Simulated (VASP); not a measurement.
Wanted: the native input for a VASP 6.6.1 run.

- Task: single point
- Functional: PBEsol
- Potentials or basis: VASP PAW PBE potentials, release 64 (Al)
- Cutoff: 520 eV
- k mesh: 24 × 24 × 14
- Occupations: gaussian, width 0.15 eV
- Spin: no spin polarisation
- Dipole correction: no
- Further INCAR settings: ALGO = Normal; EDIFF = 1e-06; NBANDS = 10

The structure of Al lies in POSCAR:

```
Al
1.0
    2.7075666717      0.0000000000      0.0000000000
   -1.3537833358      2.3448215201      0.0000000000
    0.0000000000      0.0000000000      4.6373162797
Al
2
Direct
    0.6666666667      0.3333333333      0.7500000000
    0.3333333333      0.6666666667      0.2500000000
```

This isn't the form of Al at room conditions, which is fcc.

This cell differs from its parent crystal: strain -0.050 along x and y, +0.000 along z.

The input as run:

INCAR

```
ALGO = Normal
EDIFF = 1E-6
ENCUT = 520
GGA = PS
ISIF = 2
ISMEAR = 0
LASPH = T
LCHARG = T
LELF = T
LREAL = F
LVHAR = T
LWAVE = F
NBANDS = 10
NELM = 80
PREC = Accurate
SIGMA = 0.15
```

KPOINTS

```
k-points
0
Gamma
  24 24 14
```

Potentials or basis: VASP PAW PBE potentials, release 64 (Al).

The run is started by

```sh
$ cat potpaw_PBE.64/Al/POTCAR > POTCAR
$ mpirun -np 1 vasp_std > vasp.out
```

It gave:

The pressure is 10.6 GPa and the band gap on the k mesh is zero (bands 3 and 4 overlap by 7.22 eV).

Caveat: the cell differs from its parent crystal (strain -0.050 along x and y, +0.000 along z); the cell stands under pressure; the PAW data sets were made with another functional, which shifts forces and pressure a little.

Wall time 2.2 min on 1 thread of AMD EPYC 7R43 64-Core Processor (Zen 3), on a shared host, peak memory 0.19 GiB.
